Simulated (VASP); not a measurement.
# Sc (P6_3/mmc) in VASP: a series of runs

Sc is run at these levels: PBEsol; tasks: single point.

Program: VASP 6.6.1. These are calculated values, not measurements. Logs are shortened: lines on timing, memory, paths and dates and some standing lists are left out, and cuts for length are marked.

**1. The cell of the first run**

It takes space group P6_3/mmc (No. 194, hexagonal). Conventional cell: a = 3.177 Å, b = 3.177 Å, c = 5.273 Å, α = 90.00°, β = 90.00°, γ = 120.00°. Within 4.2 Å of Sc (site symmetry -6m2) lie 12 Sc at 3.18 to 3.21 Å.

**2. Single point, PBEsol**

INCAR

```
  ALGO = Normal
  EDIFF = 1E-6
  ENCUT = 500
  GGA = PS
  GGA_COMPAT = F
  ISIF = 2
  ISMEAR = -1
  LASPH = T
  LCHARG = T
  LELF = T
  LREAL = F
  LVHAR = T
  LWAVE = F
  NBANDS = 18
  NELM = 120
  PREC = Accurate
  SIGMA = 0.05
```

KPOINTS

```
k-points
0
Gamma
  8 8 4
```

POSCAR

```
Sc
1.0
    3.1766400000      0.0000000000      0.0000000000
   -1.5883200000      2.7510509387      0.0000000000
    0.0000000000      0.0000000000      5.2733000000
Sc
2
Direct
    0.6666666667      0.3333333333      0.7500000000
    0.3333333333      0.6666666667      0.2500000000
```

Potentials or basis: VASP PAW PBE potentials, release 64 (Sc_sv).

Command:

```
> cat potpaw_PBE.64/Sc_sv/POTCAR > POTCAR
> mpirun -np 1 vasp_std > vasp.out
```

OUTCAR:

```text
EDIFF = 1E-6
   ENCUT = 500
   GGA = PS
   ISIF = 2
   ISMEAR = -1
   LASPH = T
   LREAL = F
   NELM = 120
   PREC = Accurate

 ion  position               nearest neighbor table
   1  0.667  0.333  0.750-   2 3.21   2 3.21   2 3.21   2 3.21   2 3.21   2 3.21
   2  0.333  0.667  0.250-   1 3.21   1 3.21   1 3.21   1 3.21   1 3.21   1 3.21

  LATTYP: Found a hexagonal cell.
 ALAT       =     3.1766400000
 C/A-ratio  =     1.6600244283

  Lattice vectors:

 A1 = (   3.1766400000,   0.0000000000,   0.0000000000)
 A2 = (  -1.5883200000,   2.7510509387,   0.0000000000)
 A3 = (   0.0000000000,   0.0000000000,   5.2733000000)

Analysis of symmetry for initial positions (statically):
=====================================================================
 Subroutine PRICEL returns:
 Original cell was already a primitive cell.

 Routine SETGRP: Setting up the symmetry group for a
 hexagonal supercell.

 Subroutine GETGRP returns: Found 24 space group operations
 (whereof 12 operations were pure point group operations)
 out of a pool of 24 trial point group operations.

The static configuration has the point symmetry D_3d.
 The point group associated with its full space group is D_6h.

Analysis of symmetry for dynamics (positions and initial velocities):
=====================================================================
 Subroutine PRICEL returns:
 Original cell was already a primitive cell.

 Routine SETGRP: Setting up the symmetry group for a
 hexagonal supercell.

 Subroutine GETGRP returns: Found 24 space group operations
 (whereof 12 operations were pure point group operations)
 out of a pool of 24 trial point group operations.

The dynamic configuration has the point symmetry D_3d.
 The point group associated with its full space group is D_6h.

 Subroutine INISYM returns: Found 24 space group operations
 (whereof 12 operations are pure point group operations),
 and found     1 'primitive' translations

----------------------------------------------------------------------------------------

                                     Primitive cell

  volume of cell :      46.0839

  direct lattice vectors                    reciprocal lattice vectors
     3.176640000  0.000000000  0.000000000     0.314798026  0.181748725  0.000000000
    -1.588320000  2.751050939  0.000000000     0.000000000  0.363497450  0.000000000
     0.000000000  0.000000000  5.273300000     0.000000000  0.000000000  0.189634574

  length of vectors
     3.176640000  3.176640000  5.273300000     0.363497450  0.363497450  0.189634574

  position of ions in fractional coordinates (direct lattice)
     0.666666667  0.333333333  0.750000000
     0.333333333  0.666666667  0.250000000

  ion indices of the primitive-cell ions
   primitive index   ion index
                 1           1
                 2           2

----------------------------------------------------------------------------------------

 KPOINTS: k-points

Automatic generation of k-mesh.
 Grid dimensions read from file:
 generate k-points for:    8    8    4

 Generating k-lattice:

  Cartesian coordinates                     Fractional coordinates (reciprocal lattice)
     0.039349753  0.022718591  0.000000000     0.125000000  0.000000000  0.000000000
     0.000000000  0.045437181  0.000000000     0.000000000  0.125000000  0.000000000
     0.000000000  0.000000000  0.047408644     0.000000000  0.000000000  0.250000000

  Length of vectors
     0.045437181  0.045437181  0.047408644

  Shift w.r.t. Gamma in fractional coordinates (k-lattice)
     0.000000000  0.000000000  0.000000000

 Subroutine IBZKPT returns following result:
 ===========================================

 Found     30 irreducible k-points:

 Following reciprocal coordinates:
            Coordinates               Weight
  0.000000  0.000000  0.000000      1.000000
  0.125000 -0.000000  0.000000      6.000000
  0.250000 -0.000000  0.000000      6.000000
  0.375000 -0.000000  0.000000      6.000000
  0.500000 -0.000000  0.000000      3.000000
  0.125000  0.125000  0.000000      6.000000
[... 16 lines left out ...]
  0.250000 -0.000000  0.500000      6.000000
  0.375000 -0.000000  0.500000      6.000000
 [... further k-points ...]
   k-points           NKPTS =     30   k-points in BZ     NKDIM =     30   number of bands    NBANDS=     18
   number of dos      NEDOS =    301   number of ions     NIONS =      2
   total plane-waves  NPLWV =  23040
   dimension x,y,z NGX =    24 NGY =   24 NGZ =   40
   dimension x,y,z NGXF=    48 NGYF=   48 NGZF=   80
   ions per type =               2
   NGX,Y,Z   is equivalent  to a cutoff of  12.56, 12.56, 12.61 a.u.
   NGXF,Y,Z  is equivalent  to a cutoff of  25.12, 25.12, 25.22 a.u.
 SYSTEM =  unknown system
   PREC   = accura    normal or accurate (medium, high low for compatibility)
   ISTART =      0    job   : 0-new  1-cont  2-samecut
   ICHARG =      2    charge: 1-file 2-atom 10-const
   ISPIN  =      1    spin polarized calculation?
   LNONCOLLINEAR =      F non collinear calculations
   LSORBIT =      F    spin-orbit coupling
   LASPH  =      T    aspherical Exc in radial PAW
   ENCUT  =  500.0 eV  36.75 Ry    6.06 a.u.   5.79  5.79  9.61*2*pi/ulx,y,z
   NELM   =    120;   NELMIN=  2; NELMDL= -5     # of ELM steps
   EDIFF  = 0.1E-05   stopping-criterion for ELM
   LREAL  =      F    real-space projection
   EDIFFG = 0.1E-04   stopping-criterion for IOM
   NSW    =      0    number of steps for IOM
   IBRION =     -1    ionic relax: 0-MD 1-quasi-New 2-CG
   NFREE  =      0    steps in history (QN), initial steepest desc. (CG)
   ISIF   =      2    stress and relaxation
   ISYM   =      2    0-nonsym 1-usesym 2-fastsym
   POTIM  = 0.5000    time-step for ionic-motion
   TEBEG  =    0.0;   TEEND  =   0.0 temperature during run
   PSTRESS=    0.0 pullay stress
   NELECT =      22.0000    total number of electrons
   NUPDOWN=      -1.0000    fix difference up-down
   EMIN   =  10.00;   EMAX   =-10.00  energy-range for DOS
   EFERMI =   0.00;   METHOD = LEGACY
   ISMEAR =    -1;   SIGMA  =   0.05  broadening in eV -4-tet -1-fermi 0-gaus
   EFERMI_NEDOS =   21; number of points for ismear=-14 and -15
   IALGO  =     38    algorithm
   IMIX   =      4    mixing-type and parameters
     AMIX     =   0.40;   BMIX     =  1.00
     AMIX_MAG =   1.60;   BMIX_MAG =  1.00
  volume/ion in A,a.u.               =      23.04       155.49
  Fermi-wavevector in a.u.,A,eV,Ry     =   1.279478  2.417862 22.273593  1.637063
  Thomas-Fermi vector in A             =   2.411961
   LORBIT       =      0    0 simple, 1 ext, 2 COOP (PROOUT), +10 PAW based schemes
   GGA     = PS    functional components
   LHFCALC =     F    Hartree Fock is set to
   AEXX    =    0.0000 exact exchange contribution
   IVDW    =     0    specifies the selected vdW correction
   LEPSILON=     F    determine dielectric tensor
   LRPA    =     F    only Hartree local field effects (RPA)
 non-spin polarized calculation
  energy-cutoff  :      500.00
  volume of cell :       46.08
 maximum number of plane-waves:      1184
 NGX is ok and might be reduce to    24
   NGX = 11   NGY = 11   NGZ = 19

 number of electron      22.0000000 magnetization

 Free energy of the ion-electron system (eV)
  ---------------------------------------------------
  ext. energy  EPLUGINS =         0.00000000
  ---------------------------------------------------
  free energy    TOTEN  =       -13.18973982 eV

  energy without entropy =      -13.15868586  energy(sigma->0) =      -13.17421284

 E-fermi :   4.0008     XC(G=0): -10.2697

 val. band max:        3.9786473094   @ k =   0.5000  -0.0000   0.5000
 cond. band min:       4.0466939161   @ k =   0.1250  -0.0000   0.0000
 fundamental gap:      0.0680466067
 Fermi energy:         4.0008051423

 k-point     1 :       0.0000    0.0000    0.0000
  band No.  band energies     occupation
      1     -45.0537      2.00000
      2     -44.9783      2.00000
      3     -23.9949      2.00000
      4     -23.5684      2.00000
      5     -23.5684      2.00000
      6     -23.5113      2.00000
[... 10 lines left out ...]
     17       6.7105      0.00000
     18       6.7105      0.00000

 k-point     2 :       0.1250   -0.0000    0.0000
  band No.  band energies     occupation
      1     -45.0429      2.00000
      2     -44.9725      2.00000
      3     -23.9697      2.00000
      4     -23.6280      2.00000
      5     -23.5863      2.00000
      6     -23.5702      2.00000
[... 10 lines left out ...]
     17       6.3959      0.00000
     18       6.4972      0.00000

 k-point     3 :       0.2500   -0.0000    0.0000
  band No.  band energies     occupation
      1     -45.0156      2.00000
      2     -44.9595      2.00000
      3     -23.9028      2.00000
      4     -23.7730      2.00000
      5     -23.7120      2.00000
      6     -23.6277      2.00000
[... 10 lines left out ...]
     17       6.7617      0.00000
     18       7.0549      0.00000

 k-point     4 :       0.3750   -0.0000    0.0000
  band No.  band energies     occupation
      1     -44.9856      2.00000
      2     -44.9490      2.00000
      3     -23.9184      2.00000
      4     -23.8470      2.00000
      5     -23.8191      2.00000
      6     -23.6673      2.00000
[... 375 lines left out ...]
      4     -23.7651      2.00000
      5     -23.5821      2.00000
      6     -23.5821      2.00000
[... 10 lines left out ...]
     17       7.5429      0.00000
     18       7.5542      0.00000

 k-point    23 :       0.2500   -0.0000    0.5000
  band No.  band energies     occupation
      1     -44.9876      2.00000
      2     -44.9876      2.00000
      3     -23.8291      2.00000
      4     -23.8291      2.00000
      5     -23.6382      2.00000
      6     -23.6382      2.00000
[... 10 lines left out ...]
     17       7.5516      0.00000
     18       7.5916      0.00000

 k-point    24 :       0.3750   -0.0000    0.5000
  band No.  band energies     occupation
      1     -44.9673      2.00000
      2     -44.9673      2.00000
      3     -23.9428      2.00000
      4     -23.9428      2.00000
      5     -23.6416      2.00000
      6     -23.6416      2.00000
[... 10 lines left out ...]
     17       7.9712      0.00000
     18       8.0068      0.00000

 [... further k-points ...]
[... 5 lines left out ...]
  --------------------------------------------------------------------------------------
  -------------------------------------------------------------------------------------
  Total        1.0440105      1.0440105     -0.5957717      0.0000000     -0.0000000      0.0000000
  in kB       36.2966343     36.2966343    -20.7129206      0.0000000     -0.0000000      0.0000000
  external PRESSURE =      17.2934493 kB  Pullay stress =       0.0000000 kB

 VOLUME and BASIS-vectors are now :
 -----------------------------------------------------------------------------
  energy-cutoff  :      500.00
  volume of cell :       46.08
      direct lattice vectors                 reciprocal lattice vectors
     3.176640000  0.000000000  0.000000000     0.314798026  0.181748725  0.000000000
    -1.588320000  2.751050939  0.000000000     0.000000000  0.363497450  0.000000000
     0.000000000  0.000000000  5.273300000     0.000000000  0.000000000  0.189634574

 POSITION                                       TOTAL-FORCE (eV/Angst)
 -----------------------------------------------------------------------------------
      1.58832      0.91702      3.95498         0.000000      0.000000      0.000000
     -0.00000      1.83403      1.31832        -0.000000     -0.000000      0.000000
 -----------------------------------------------------------------------------------
    total drift:                               -0.000000      0.000000     -0.000000

  FREE ENERGIE OF THE ION-ELECTRON SYSTEM (eV)
  ---------------------------------------------------
  free  energy   TOTEN  =       -13.1897398208 eV

  energy  without entropy=      -13.1586858621  energy(sigma->0) =      -13.17421284
```

Run time: 27 s. Hardware: 1 thread of Intel Xeon 8259CL, shared host; peak memory 0.16 GiB.

Results:

```
Free energy            : -13.1897 eV
Pressure               : 1.7 GPa
Band gap on the k mesh : zero (band 11 reaches 4.75 eV, above the bottom of band 12 at 3.60 eV)
```

Caveat: the PAW data sets were made with another functional, which shifts forces and pressure a little.

**3. Single point, PBEsol**

This run uses another cell than the first one, of 24.01 Å³/atom, 1.042 times its volume.

INCAR

```
ALGO = Normal ; EDIFF = 1E-6
ENCUT = 500 ; GGA = PS
GGA_COMPAT = False ; ISIF = 2
ISMEAR = -1 ; LASPH = True
LCHARG = True ; LELF = True
LREAL = False ; LVHAR = True
LWAVE = False ; NBANDS = 18
NELM = 120 ; PREC = Accurate
SIGMA = 0.05
```

KPOINTS is that of step 2.

POSCAR

```
Sc
1.0
    3.2428200000      0.0000000000      0.0000000000
   -1.6214100000      2.8083644999      0.0000000000
    0.0000000000      0.0000000000      5.2733000000
Sc
2
Direct
    0.6666666667      0.3333333333      0.7500000000
    0.3333333333      0.6666666667      0.2500000000
```

Potentials or basis: VASP PAW PBE potentials, release 64 (Sc_sv).

Command:

```
> cat potpaw_PBE.64/Sc_sv/POTCAR > POTCAR
> mpirun -np 1 vasp_std > vasp.out
```

Wall time 28 s (1 thread of Intel Xeon 8259CL, shared host); peak memory 0.16 GiB.

Results (log left out):

* Free energy: -13.2151 eV
* Pressure: -0.8 GPa
* Band gap on the k mesh: zero (band 11 reaches 4.56 eV, above the bottom of band 12 at 3.31 eV)

Stress tensor (GPa, compression positive):
```
 0.46  0.00  0.00
 0.00  0.46  0.00
 0.00  0.00 -3.32
```

Levels at points of the mesh, in eV from the Fermi level:
| k point | band 9 | band 10 | band 11 | band 12 | band 13 | band 14 |
| --- | --- | --- | --- | --- | --- | --- |
| (0.00, 0.00, 0.00) | -5.20 | -1.77 | 0.36 | 1.64 | 1.64 | 1.64 |
| (0.50, 0.00, 0.00) | -1.60 | -1.09 | -0.77 | -0.22 | 1.18 | 1.51 |
| (0.00, 0.00, 0.50) | -3.72 | -3.72 | 0.82 | 0.82 | 1.61 | 1.61 |
| (0.50, 0.00, 0.50) | -1.53 | -1.53 | 0.01 | 0.01 | 1.30 | 1.30 |

Caveat: the PAW data sets were made with another functional, which shifts forces and pressure a little.
